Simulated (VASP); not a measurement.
The system is AgCl.

```
Ag Cl
1.0
     3.45841    0.00000    0.00000
     0.00000    3.45841    0.00000
     0.00000    0.00000    3.39559
Ag Cl
1 1
Direct
  0.00000 0.00000 0.00000
  0.50000 0.50000 0.50000
```

This cell differs from its parent crystal: biaxial xy strain +1.9%.

Program: VASP 6.6.1. Alike in all runs: task single point; potentials or basis VASP PAW PBE potentials, release 64 (Ag, Cl); no spin polarisation; cell as given; cutoff (eV) 520.

Order these runs on this cell by their band gap on the k mesh, lowest first.
A. level PBE; k mesh 8 × 8 × 8; smearing fermi-dirac 0.02 eV
B. level HSE06; k mesh 6 × 6 × 6; smearing gaussian 0.01 eV; grid for exact exchange (PRECFOCK) Normal; screening parameter 0.2079 1/Å
C. level r2SCAN; k mesh 8 × 8 × 8; smearing gaussian 0.01 eV

A (0.55 eV), C (1.14 eV), B (1.95 eV).

A k mesh can miss the band edges.
